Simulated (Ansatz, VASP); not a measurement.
**One calculation of MgO, two programs**

```
Mg O
1.0
     0.00000    2.07963    2.07963
     2.07963    0.00000    2.07963
     2.07963    2.07963    0.00000
Mg O
1 1
Direct
  0.00000 0.00000 0.00000
  0.50000 0.50000 0.50000
```

Alike in both runs: functional LDA; k mesh 10 × 10 × 10; occupations gaussian, width 0.02 eV; no spin polarisation.

Ansatz relaxed the structure, and its values are those at the end. VASP's run is a single point on that final structure, the one shown.

|  | VASP | Ansatz |
| --- | --- | --- |
| version | VASP 6.6.1 | Ansatz 0.2.0 |
| potentials or method | VASP PAW LDA potentials, release 64 (Mg_sv, O), cutoff 750 eV | scalar-relativistic, plane waves, PAW |
| valence electrons in the cell | 16 | 16 |

|  | VASP | Ansatz | Ansatz less VASP |
| --- | --- | --- | --- |
| gap on the k mesh at the Fermi level (eV) | 5.05 | 5.03 | -0.014 |
| least direct gap on the mesh (eV) | 5.05 | 5.03 | -0.014 |
| pressure (GPa) | 0.0 | 0.0 | -0.07 |

LDA's correlation is that of Perdew and Zunger in VASP and of Perdew and Wang (1992) in Ansatz.
